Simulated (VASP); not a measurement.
Runs of VASP 6.6.1 on Ni. The structure is that of space group Fm-3m (No. 225), or close to it. The cells are those of the table. 

```csv
task,cell,k mesh,cutoff (eV),gap on the mesh (eV),pressure (GPa),moment (μB),relaxed volume (Å³/atom)
single point,"a = 2.423 Å, angles 60.0°, 1 atom",10 × 10 × 10,520,none,-0.4,0.65,-
single point,"a = 2.421 Å, angles 60.0, 60.0, 90.0°, 1 atom",14 × 14 × 20,520,none,-0.4,0.56,-
relaxation of cell and atoms,"relaxed from a = 2.423 Å, angles 60.0°, 1 atom",20 × 20 × 20,600,none,0.0,0.60,(b)
relaxation of cell and atoms,"relaxed from a = 2.492 Å, angles 60.0°, 1 atom",10 × 10 × 10,600,none,-0.4,0.65,(a)
single point,"a = 2.492 Å, angles 60.0°, 1 atom",8 × 8 × 8,520,none,-17.4,0.70,-
```

Alike in all rows: level LDA; potentials or basis VASP PAW LDA potentials, release 64 (Ni); spin collinear, ferromagnetic start; smearing gaussian 0.1 eV.

Problem. Fill in the values left out.

Solution. (a) 10.06; (b) 10.03.

Caveats: some runs use coarse meshes.

A gap of «none» marks levels without a gap at the run's occupations.
